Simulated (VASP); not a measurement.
# ZrSe2 (P-3m1) in VASP: single point with HSE06

Aim: the single point of ZrSe2 with HSE06.

Program: VASP 6.6.1. These are calculated values, not measurements. Logs are shortened: lines on timing, memory, paths and dates and some standing lists are left out, and cuts for length are marked.

**What was measured.**

From “Stress-Tuned Optical Transitions in Layered 1T-MX2 (M= Hf, Zr, Sn; X= S, Se) Crystals”, 2022, arxiv:2210.12074, for a bulk crystal of ZrSe2: band gap 1.2 eV (indirect).

The runs below are set against these values where they give the same quantity.

### Step 1. The cell of the first run

Symmetry: P-3m1, No. 164, trigonal system. The conventional cell has a = 3.789 Å, b = 3.789 Å, c = 6.181 Å, α = 90.00°, β = 90.00°, γ = 120.00°. Within 3.5 Å of Zr (site symmetry -3m) lie 6 Se at 2.69 Å. Se (site symmetry 3m) has 3 Zr at 2.69 Å within 3.5 Å.

### Step 2. Single point, HSE06

Contents of POSCAR:

```
ZrSe2
1.0
    3.7893855286      0.0000000000      0.0000000000
   -1.8946927643      3.2817041325      0.0000000000
    0.0000000000      0.0000000000      6.1806783669
Zr Se
1 2
Direct
    0.0000000000      0.0000000000      0.0000000000
    0.3333333333      0.6666666667      0.2537453252
    0.6666666667      0.3333333333      0.7462546748
```

Contents of INCAR.step1:

```
PREC     = Accurate       # precision mode
ENCUT    = 400            # plane-wave cutoff, eV
EDIFF    = 1E-5           # SCF threshold, eV
ISMEAR   = 0              # smearing method
SIGMA    = 0.01           # smearing width, eV
LREAL    = F              # projectors in reciprocal space
LASPH    = T              # aspherical terms in the spheres
NELM     = 120            # most SCF steps
ALGO     = Normal         # electronic algorithm
ISIF     = 2              # what is computed and relaxed
LWAVE    = T              # write WAVECAR
LCHARG   = F              # write CHGCAR
NBANDS   = 19             # bands
GGA      = PE             # functional
GGA_COMPAT= F
```

Contents of INCAR.step2:

```
PREC     = Accurate       # precision mode
ENCUT    = 400            # plane-wave cutoff, eV
EDIFF    = 1E-6           # SCF threshold, eV
ISMEAR   = 0              # smearing method
SIGMA    = 0.01           # smearing width, eV
LREAL    = F              # projectors in reciprocal space
LASPH    = T              # aspherical terms in the spheres
NELM     = 120            # most SCF steps
ALGO     = Normal         # electronic algorithm
ISIF     = 2              # what is computed and relaxed
LWAVE    = F              # write WAVECAR
LCHARG   = F              # write CHGCAR
GGA      = PE             # functional
LHFCALC  = T              # exact exchange
HFSCREEN = 0.2079         # screening, 1/A
PRECFOCK = Normal       
NBANDS   = 19             # bands
ISTART   = 1            
GGA_COMPAT= F
```

Contents of KPOINTS:

```
Automatic mesh
0
Gamma
  6 6 4
```

Potentials or basis: VASP PAW PBE potentials, release 64 (Zr_sv, Se).

Launch:

```bash
> cat potpaw_PBE.64/Zr_sv/POTCAR potpaw_PBE.64/Se/POTCAR > POTCAR
> cp INCAR.step1 INCAR
> mpirun -np 1 vasp_std > vasp.out
> cp INCAR.step2 INCAR
> mpirun -np 1 vasp_std > vasp.out
```

OUTCAR:

```text
PREC = Accurate
   ENCUT = 400
   EDIFF = 1E-6
   ISMEAR = 0
   LREAL = F
   LASPH = T
   NELM = 120
   ISIF = 2
   GGA = PE
   LHFCALC = T
   HFSCREEN = 0.2079
   PRECFOCK = Normal
   ISTART = 1

 ion  position               nearest neighbor table
   1  0.000  0.000  0.000-   2 2.69   3 2.69   2 2.69   3 2.69   3 2.69   2 2.69
   2  0.333  0.667  0.254-   1 2.69   1 2.69   1 2.69
   3  0.667  0.333  0.746-   1 2.69   1 2.69   1 2.69

  LATTYP: Found a hexagonal cell.
 ALAT       =     3.7893855286
 C/A-ratio  =     1.6310502904

  Lattice vectors:

 A1 = (   3.7893855286,   0.0000000000,   0.0000000000)
 A2 = (  -1.8946927643,   3.2817041325,   0.0000000000)
 A3 = (   0.0000000000,   0.0000000000,   6.1806783669)

Analysis of symmetry for initial positions (statically):
=====================================================================
 Subroutine PRICEL returns:
 Original cell was already a primitive cell.

 Routine SETGRP: Setting up the symmetry group for a
 hexagonal supercell.

 Subroutine GETGRP returns: Found 12 space group operations
 (whereof 12 operations were pure point group operations)
 out of a pool of 24 trial point group operations.

The static configuration has the point symmetry D_3d.

Analysis of symmetry for dynamics (positions and initial velocities):
=====================================================================
 Subroutine PRICEL returns:
 Original cell was already a primitive cell.

 Routine SETGRP: Setting up the symmetry group for a
 hexagonal supercell.

 Subroutine GETGRP returns: Found 12 space group operations
 (whereof 12 operations were pure point group operations)
 out of a pool of 24 trial point group operations.

The dynamic configuration has the point symmetry D_3d.

 Subroutine INISYM returns: Found 12 space group operations
 (whereof 12 operations are pure point group operations),
 and found     1 'primitive' translations

----------------------------------------------------------------------------------------

                                     Primitive cell

  volume of cell :      76.8607

  direct lattice vectors                    reciprocal lattice vectors
     3.789385529  0.000000000  0.000000000     0.263895028  0.152359865  0.000000000
    -1.894692764  3.281704132  0.000000000     0.000000000  0.304719731  0.000000000
     0.000000000  0.000000000  6.180678367     0.000000000  0.000000000  0.161794538

  length of vectors
     3.789385529  3.789385529  6.180678367     0.304719731  0.304719731  0.161794538

  position of ions in fractional coordinates (direct lattice)
     0.000000000  0.000000000  0.000000000
     0.333333333  0.666666667  0.253745325
     0.666666667  0.333333333  0.746254675

  ion indices of the primitive-cell ions
   primitive index   ion index
                 1           1
                 2           2
                 3           3

----------------------------------------------------------------------------------------

 KPOINTS: Automatic mesh

Automatic generation of k-mesh.
 Grid dimensions read from file:
 generate k-points for:    6    6    4

 Generating k-lattice:

  Cartesian coordinates                     Fractional coordinates (reciprocal lattice)
     0.043982505  0.025393311  0.000000000     0.166666667  0.000000000  0.000000000
     0.000000000  0.050786622  0.000000000     0.000000000  0.166666667  0.000000000
     0.000000000  0.000000000  0.040448634     0.000000000  0.000000000  0.250000000

  Length of vectors
     0.050786622  0.050786622  0.040448634

  Shift w.r.t. Gamma in fractional coordinates (k-lattice)
     0.000000000  0.000000000  0.000000000

 Subroutine IBZKPT returns following result:
 ===========================================

 Found     24 irreducible k-points:

 Following reciprocal coordinates:
            Coordinates               Weight
  0.000000  0.000000  0.000000      1.000000
  0.166667 -0.000000  0.000000      6.000000
  0.333333  0.000000  0.000000      6.000000
  0.500000  0.000000  0.000000      3.000000
  0.166667  0.166667  0.000000      6.000000
  0.333333  0.166667  0.000000     12.000000
[... 16 lines left out ...]
  0.333333  0.166667  0.500000     12.000000
  0.333333  0.333333  0.500000      2.000000
   k-points           NKPTS =     24   k-points in BZ     NKDIM =    144   number of bands    NBANDS=     19
   number of dos      NEDOS =    301   number of ions     NIONS =      3
   total plane-waves  NPLWV =  31360
   dimension x,y,z NGX =    28 NGY =   28 NGZ =   40
   dimension x,y,z NGXF=    56 NGYF=   56 NGZF=   80
   ions per type =               1   2
   NGX,Y,Z   is equivalent  to a cutoff of  12.28, 12.28, 10.76 a.u.
   NGXF,Y,Z  is equivalent  to a cutoff of  24.57, 24.57, 21.52 a.u.
 SYSTEM =  unknown system
   PREC   = accura    normal or accurate (medium, high low for compatibility)
   ISTART =      1    job   : 0-new  1-cont  2-samecut
   ICHARG =      0    charge: 1-file 2-atom 10-const
   ISPIN  =      1    spin polarized calculation?
   LNONCOLLINEAR =      F non collinear calculations
   LSORBIT =      F    spin-orbit coupling
   LASPH  =      T    aspherical Exc in radial PAW
   ENCUT  =  400.0 eV  29.40 Ry    5.42 a.u.   6.18  6.18 10.08*2*pi/ulx,y,z
   NELM   =    120;   NELMIN=  2; NELMDL=  0     # of ELM steps
   EDIFF  = 0.1E-05   stopping-criterion for ELM
   LREAL  =      F    real-space projection
   EDIFFG = 0.1E-04   stopping-criterion for IOM
   NSW    =      0    number of steps for IOM
   IBRION =     -1    ionic relax: 0-MD 1-quasi-New 2-CG
   NFREE  =      0    steps in history (QN), initial steepest desc. (CG)
   ISIF   =      2    stress and relaxation
   ISYM   =      3    0-nonsym 1-usesym 2-fastsym
   POTIM  = 0.5000    time-step for ionic-motion
   TEBEG  =    0.0;   TEEND  =   0.0 temperature during run
   PSTRESS=    0.0 pullay stress
   NELECT =      24.0000    total number of electrons
   NUPDOWN=      -1.0000    fix difference up-down
   EMIN   =  10.00;   EMAX   =-10.00  energy-range for DOS
   EFERMI =   0.00;   METHOD = LEGACY
   ISMEAR =     0;   SIGMA  =   0.01  broadening in eV -4-tet -1-fermi 0-gaus
   EFERMI_NEDOS =   21; number of points for ismear=-14 and -15
   IALGO  =     38    algorithm
   IMIX   =      1    mixing-type and parameters
     AMIX     =   0.40;   BMIX     =  1.00
     AMIX_MAG =   1.60;   BMIX_MAG =  1.00
  volume/ion in A,a.u.               =      25.62       172.89
  Fermi-wavevector in a.u.,A,eV,Ry     =   1.110650  2.098824 16.783370  1.233543
  Thomas-Fermi vector in A             =   2.247204
   LORBIT       =      0    0 simple, 1 ext, 2 COOP (PROOUT), +10 PAW based schemes
   GGA     = PE    functional components
   LHFCALC =     T    Hartree Fock is set to
   PRECFOCK=normal    Normal, Fast or Accurate (Low or Medium for compatibility)
   ENCUT4O =  -1.0   cutoff for four orbital integrals eV
   NKREDX  =     1    reduce k-point grid by
   NKREDY  =     1    reduce k-point grid by
   NKREDZ  =     1    reduce k-point grid by
   AEXX    =    0.2500 exact exchange contribution
   HFSCREEN=    0.2079 screening length (either q_TF or 0.3 A-1)
   HFSCREENC=   0.2079 screening length for correlation (either q_TF or 0.3 A-1)
   ENCUTFOCK=  -1.0 apply spherical cutoff to Coloumb kernel
   IVDW    =     0    specifies the selected vdW correction
   LEPSILON=     F    determine dielectric tensor
   LRPA    =     F    only Hartree local field effects (RPA)
 non-spin polarized calculation
 Gauss-broadening in eV      SIGMA  =   0.01
  energy-cutoff  :      400.00
  volume of cell :       76.86
 maximum number of plane-waves:      1412
 NGX is ok and might be reduce to    28
  NGX = 20; NGY = 20; NGZ = 32

 number of electron      24.0000000 magnetization

 Free energy of the ion-electron system (eV)
  ---------------------------------------------------
  ext. energy  EPLUGINS =         0.00000000
  ---------------------------------------------------
  free energy    TOTEN  =       -23.32908323 eV

  energy without entropy =      -23.32908323  energy(sigma->0) =      -23.32908323

 E-fermi :   4.0911     XC(G=0):  -7.8944

 val. band max:        3.8857174472   @ k =   0.0000   0.0000   0.0000
 cond. band min:       4.8524453310   @ k =   0.5000   0.0000   0.5000
 fundamental gap:      0.9667278838
 Fermi energy:         4.0910901315

 k-point     1 :       0.0000    0.0000    0.0000
  band No.  band energies     occupation
      1     -49.1735      2.00000
      2     -25.8243      2.00000
      3     -25.6886      2.00000
      4     -25.6886      2.00000
      5     -10.6522      2.00000
      6      -9.2230      2.00000
[... 11 lines left out ...]
     18       9.5378      0.00000
     19       9.6895      0.00000

 k-point     2 :       0.1667   -0.0000    0.0000
  band No.  band energies     occupation
      1     -49.1699      2.00000
      2     -25.8118      2.00000
      3     -25.7451      2.00000
      4     -25.7009      2.00000
      5     -10.3787      2.00000
      6      -9.2483      2.00000
[... 11 lines left out ...]
     18      10.8711      0.00000
     19      11.4935      0.00000

 k-point     3 :       0.3333    0.0000    0.0000
  band No.  band energies     occupation
      1     -49.1627      2.00000
      2     -25.8571      2.00000
      3     -25.7861      2.00000
      4     -25.7253      2.00000
      5      -9.7802      2.00000
      6      -9.2839      2.00000
[... 11 lines left out ...]
     18      11.4464      0.00000
     19      12.0427      0.00000

 k-point     4 :       0.5000    0.0000    0.0000
  band No.  band energies     occupation
      1     -49.1590      2.00000
      2     -25.9116      2.00000
      3     -25.7735      2.00000
      4     -25.7374      2.00000
      5      -9.5124      2.00000
      6      -9.2200      2.00000
[... 11 lines left out ...]
     18      10.5689      0.00000
     19      12.0772      0.00000

 k-point     5 :       0.1667    0.1667    0.0000
  band No.  band energies     occupation
      1     -49.1645      2.00000
      2     -25.8181      2.00000
      3     -25.7933      2.00000
      4     -25.7300      2.00000
      5      -9.9315      2.00000
      6      -9.2838      2.00000
[... 11 lines left out ...]
     18      12.4861      0.00000
     19      13.0430      0.00000
[... 334 lines left out ...]
      2     -25.9114      2.00000
      3     -25.7734      2.00000
      4     -25.7376      2.00000
      5      -9.6251      2.00000
      6      -9.0815      2.00000
[... 11 lines left out ...]
     18      10.1872      0.00000
     19      11.1854      0.00000

 k-point    22 :       0.1667    0.1667    0.5000
  band No.  band energies     occupation
      1     -49.1645      2.00000
      2     -25.8180      2.00000
      3     -25.7933      2.00000
      4     -25.7300      2.00000
      5      -9.6714      2.00000
      6      -9.5712      2.00000
[... 11 lines left out ...]
     18      12.2333      0.00000
     19      12.6730      0.00000

 k-point    23 :       0.3333    0.1667    0.5000
  band No.  band energies     occupation
      1     -49.1591      2.00000
      2     -25.8822      2.00000
      3     -25.7750      2.00000
      4     -25.7662      2.00000
      5      -9.5141      2.00000
      6      -9.2127      2.00000
[... 11 lines left out ...]
     18      11.0355      0.00000
     19      11.8967      0.00000

 k-point    24 :       0.3333    0.3333    0.5000
  band No.  band energies     occupation
      1     -49.1572      2.00000
      2     -25.8416      2.00000
      3     -25.8416      2.00000
      4     -25.7681      2.00000
      5      -9.2811      2.00000
      6      -9.2811      2.00000
[... 11 lines left out ...]
     18      12.3650      0.00000
     19      12.3650      0.00000

------------------------ aborting loop because EDIFF is reached ----------------------------------------

  FORCE on cell =-STRESS in cart. coord.  units (eV):
  Direction    XX          YY          ZZ          XY          YZ          ZX
  --------------------------------------------------------------------------------------
  -------------------------------------------------------------------------------------
  Total       -0.0232711     -0.0232711      0.2247808      0.0000000      0.0000000      0.0000000
  in kB       -0.4850917     -0.4850917      4.6856023      0.0000000      0.0000000      0.0000000
  external PRESSURE =       1.2384730 kB  Pullay stress =       0.0000000 kB

 VOLUME and BASIS-vectors are now :
 -----------------------------------------------------------------------------
  energy-cutoff  :      400.00
  volume of cell :       76.86
      direct lattice vectors                 reciprocal lattice vectors
     3.789385529  0.000000000  0.000000000     0.263895028  0.152359865  0.000000000
    -1.894692764  3.281704132  0.000000000     0.000000000  0.304719731  0.000000000
     0.000000000  0.000000000  6.180678367     0.000000000  0.000000000  0.161794538

 POSITION                                       TOTAL-FORCE (eV/Angst)
 -----------------------------------------------------------------------------------
      0.00000      0.00000      0.00000        -0.000000      0.000000      0.000000
     -0.00000      2.18780      1.56832         0.000000     -0.000000     -0.156693
      1.89469      1.09390      4.61236         0.000000      0.000000      0.156693
 -----------------------------------------------------------------------------------
    total drift:                                0.000000      0.000000      0.000000

  FREE ENERGIE OF THE ION-ELECTRON SYSTEM (eV)
  ---------------------------------------------------
  free  energy   TOTEN  =       -23.3290832314 eV

  energy  without entropy=      -23.3290832314  energy(sigma->0) =      -23.32908323
```

Wall time 52 min (1 thread of Intel Xeon Platinum 8488C (Sapphire Rapids), shared host); peak memory 0.31 GiB.

What came out:

* Free energy: -23.3291 eV
* Pressure: 0.1 GPa
* Largest force: 0.157 eV/Å
* Band gap on the k mesh: 0.97 eV (least direct gap 1.80 eV)

Forces in eV/Å, atoms in the order of the input:
```
Zr   0.000  0.000  0.000
Se   0.000  0.000 -0.157
Se   0.000  0.000  0.157
```

Caveat: the PAW data sets were made with another functional, which shifts forces and pressure a little; this functional lacks dispersion, which binds layers or chains, so the pressure and a relaxed spacing across them are unreliable.

### Step 3. Comparison with measurements

Step 2. A measured gap of ZrSe2 is 1.2 eV (indirect; quoted in “Stress-Tuned Optical Transitions in Layered 1T-MX2 (M= Hf, Zr, Sn; X= S, Se) Crystals”, 2022, arxiv:2210.12074); the calculated 0.97 eV misses it by -0.23 eV. Spin-orbit coupling on Se, Zr is left out. The value is that of HSE06 on a finite k mesh, which can miss the band edges, without temperature or zero-point motion.
